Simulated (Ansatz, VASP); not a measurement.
**Two plane-wave programs on Al2GaP3**

Contents of INCAR:

```
  ALGO = Normal
  EDIFF = 1E-6
  EDIFFG = -0.04
  ENCUT = 600
  GGA = PE
  IBRION = 2
  ISIF = 3
  ISMEAR = 0
  LASPH = T
  LCHARG = F
  LREAL = F
  LWAVE = F
  NELM = 60
  NSW = 90
  PREC = Accurate
  SIGMA = 0.1
```

File KPOINTS:

```
k-points
0
Gamma
  6 6 2
```

Contents of POSCAR:

```
Al2GaP3
1.0
    3.7277646000      0.0000000000      0.0000000000
   -1.8638823000      3.2283388500      0.0000000000
    0.0000000000      0.0000000000      9.1311211600
Al Ga P
2 1 3
Direct
    0.0000000000      0.0000000000      0.0000000000
    0.3333333300      0.6666666700      0.6666666700
    0.6666666700      0.3333333300      0.3333333300
    0.0000000000      0.0000000000      0.7500000000
    0.3333333300      0.6666666700      0.4166666700
    0.6666666700      0.3333333300      0.0833333300
```

Input for Ansatz:

```yaml
crystal:
  lattice:
    - [3.7277646, 0.0, 0.0]
    - [-1.8638823, 3.22833885, 0.0]
    - [0.0, 0.0, 9.13112116]
  atoms:
    - { symbol: Al, position: [0.0, 0.0, 0.0] }
    - { symbol: Al, position: [0.33333333, 0.66666667, 0.66666667] }
    - { symbol: Ga, position: [0.66666667, 0.33333333, 0.33333333] }
    - { symbol: P, position: [0.0, 0.0, 0.75] }
    - { symbol: P, position: [0.33333333, 0.66666667, 0.41666667] }
    - { symbol: P, position: [0.66666667, 0.33333333, 0.08333333] }
basis:
  ecutwfc: 420
kpoints:
  mp_grid: { grid: [6, 6, 2] }
hamiltonian:
  xc: pbe
scf:
  occupations: { method: gaussian, width: 0.1 }
  lower_state_search: "off"
output:
  forces: true
  stress: true
  eigenvalues: true
relax:
  adjacent_minimum: "off"
  f_tol: 0.04
  max_steps: 70
  cell: { stress_tol: 0.4 }
```

Alike in both runs: task relaxation of cell and atoms; functional PBE; k mesh 6 × 6 × 2; occupations gaussian, width 0.1 eV; no spin polarisation.

```csv
,VASP,Ansatz
version,VASP 6.6.1,Ansatz 0.2.0
potentials or method,"VASP PAW PBE potentials, release 64 (Al, Ga_d, P), cutoff 600 eV","scalar-relativistic, plane waves, PAW"
valence electrons in the cell,34,34
```

```csv
,VASP,Ansatz,Ansatz less VASP
"gap on the k mesh at the Fermi level, each at its own relaxed structure (eV)",1.61,1.61,+0.004
relaxed volume (Å³/atom),20.82,20.86,+0.033
relaxed cell length with the largest relative difference (Å),3.892,3.895,+0.0029
```
